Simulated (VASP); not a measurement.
Write the native input for VASP 6.6.1 that does the following.

```yaml
Task: single point
Functional: r2SCAN
Potentials_or_basis: VASP PAW PBE potentials, release 64 (Zn)
Cutoff: 520 eV
k_mesh: 11 × 11 × 6
Occupations: fermi-dirac, width 0.05 eV
Spin: no spin polarisation
Dipole_correction: no
Further_INCAR_settings: ALGO = Normal; EDIFF = 1e-06; NBANDS = 19
```

Zn:

```xyz
2
Lattice="2.7224 0.0000 0.0000 -1.3612 2.3576 0.0000 0.0000 0.0000 5.0634" Properties=species:S:1:pos:R:3 pbc="T T T"
Zn    1.3612    0.7859    3.7975
Zn    0.0000    1.5718    1.2658
```

These files were run (other wordings do the same):

POSCAR

```
Zn
1.0
    2.7223662359      0.0000000000      0.0000000000
   -1.3611831179      2.3576383187      0.0000000000
    0.0000000000      0.0000000000      5.0633972761
Zn
2
Direct
    0.6666666667      0.3333333333      0.7500000000
    0.3333333333      0.6666666667      0.2500000000
```

INCAR.step1

```
ALGO     = Normal         # electronic algorithm
EDIFF    = 1E-4           # SCF threshold, eV
ENCUT    = 520            # plane-wave cutoff, eV
GGA      = PE             # functional
ISMEAR   = -1             # smearing method
LASPH    = T              # aspherical terms in the spheres
LCHARG   = F              # write CHGCAR
LREAL    = F              # projectors in reciprocal space
LWAVE    = T              # write WAVECAR
NBANDS   = 19             # bands
NELM     = 100            # most SCF steps
PREC     = Accurate       # precision mode
SIGMA    = 0.05           # smearing width, eV
```

INCAR.step2

```
ALGO     = Normal         # electronic algorithm
EDIFF    = 1E-6           # SCF threshold, eV
ENCUT    = 520            # plane-wave cutoff, eV
ISIF     = 2              # what is computed and relaxed
ISMEAR   = -1             # smearing method
ISTART   = 1            
LASPH    = T              # aspherical terms in the spheres
LCHARG   = F              # write CHGCAR
LMIXTAU  = T            
LREAL    = F              # projectors in reciprocal space
LWAVE    = F              # write WAVECAR
METAGGA  = R2SCAN         # meta-GGA
NBANDS   = 19             # bands
NELM     = 100            # most SCF steps
PREC     = Accurate       # precision mode
SIGMA    = 0.05           # smearing width, eV
```

KPOINTS

```
k-points
0
Gamma
  11 11 6
```

Potentials or basis: VASP PAW PBE potentials, release 64 (Zn).

Launch:

```bash
$ cat potpaw_PBE.64/Zn/POTCAR > POTCAR
$ cp INCAR.step1 INCAR
$ mpirun -np 1 vasp_std > vasp.out
$ cp INCAR.step2 INCAR
$ mpirun -np 1 vasp_std > vasp.out
```

It gave:

```json
{
  "Pressure": "-7.7 GPa",
  "Band gap on the k mesh": "zero (band 12 reaches 4.22 eV, above the bottom of band 13 at -0.68 eV)"
}
```

Caveat: the PAW data sets were made with another functional, which shifts forces and pressure a little.

It took 88 s on 1 thread of Intel(R) Xeon(R) Platinum 8488C (Sapphire Rapids), with other jobs on the host, peak memory 0.16 GiB.
